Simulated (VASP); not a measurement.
Crystal: AlN.

```
Al N
1.0
     3.10669    0.00000    0.00000
    -1.55335    2.69048    0.00000
     0.00000    0.00000    4.97859
Al N
2 2
Direct
  0.33333 0.66667 0.99920
  0.66667 0.33333 0.49920
  0.33333 0.66667 0.38080
  0.66667 0.33333 0.88080
```

Base run:

* Program: VASP 6.6.1
* Functional: PBE
* Potentials or basis: VASP PAW PBE potentials, release 64 (Al, N)
* Cutoff: 520 eV
* k mesh: 6 × 6 × 4
* Occupations: gaussian, width 0.01 eV
* Spin: no spin polarisation

Its results: band gap on the k mesh 4.24 eV, direct; pressure 4.4 GPa; largest force 0.010 eV/Å.

Question: The run is repeated on the same cell with these changes: functional from PBE to r2SCAN; further incar settings from ALGO = Normal; EDIFF = 1e-07; NBANDS = 16 to ALGO = Normal; EDIFF = 1e-06; NBANDS = 16. What comes out?

Answer: Band gap on the k mesh 4.92 eV, direct; pressure -0.4 GPa; largest force 0.004 eV/Å.

Caveats: the PAW data sets were made with another functional, which shifts forces and pressure a little (some runs).

